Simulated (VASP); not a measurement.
Runs of VASP 6.6.1 on HfN. The structure is that of space group P6_3/mmc (No. 194), or close to it. The cells are those of the table. 

| task | level | potentials or basis | cell | cutoff (eV) | gap on the mesh (eV) | pressure (GPa) | relaxed volume (Å³/atom) |
| --- | --- | --- | --- | --- | --- | --- | --- |
| single point | LDA | VASP PAW LDA potentials, release 64 (Hf_pv, N) | a = 3.101, b = 3.101, c = 5.360 Å, angles 90.0, 90.0, 120.0°, 4 atoms | 520 | none | -1.1 | - |
| single point | PBEsol+D3(BJ) | VASP PAW PBE potentials, release 64 (Hf_pv, N) | a = 3.105, b = 3.105, c = 5.365 Å, angles 90.0, 90.0, 120.0°, 4 atoms | 520 | none | -2.1 | - |
| relaxation of cell and atoms | LDA | VASP PAW LDA potentials, release 64 (Hf_pv, N) | relaxed from a = 3.134, b = 3.134, c = 5.417 Å, angles 90.0, 90.0, 120.0°, 4 atoms | 600 | none | -0.2 | 11.12 |
| relaxation of cell and atoms | PBEsol+D3(BJ) | VASP PAW PBE potentials, release 64 (Hf_pv, N) | relaxed from a = 3.134, b = 3.134, c = 5.417 Å, angles 90.0, 90.0, 120.0°, 4 atoms | 600 | none | -0.2 | 11.12 |
| single point | BLYP+D3(BJ) | VASP PAW PBE potentials, release 64 (Hf_pv, N) | a = 3.133, b = 3.133, c = 5.448 Å, angles 90.0, 90.0, 120.0°, 4 atoms | 520 | none | -1.3 | - |
| relaxation of cell and atoms | BLYP+D3(BJ) | VASP PAW PBE potentials, release 64 (Hf_pv, N) | relaxed from a = 3.134, b = 3.134, c = 5.417 Å, angles 90.0, 90.0, 120.0°, 4 atoms | 600 | none | 0.2 | (a) |

Alike in all rows: no spin polarisation; k mesh 9 × 9 × 5; smearing fermi-dirac 0.15 eV.

Question: Fill in the values left out.

Answer: (a) 11.50.

Caveats: spin-orbit coupling is left out, which moves the levels of the heavy elements; the PAW data sets were made with another functional, which shifts forces and pressure a little (some runs); pairwise dispersion overbinds metals, which lowers pressure and volume (some runs).

A k mesh can miss the band edges, and the runs leave out spin-orbit coupling on Hf.

A gap of «none» marks levels without a gap at the run's occupations.
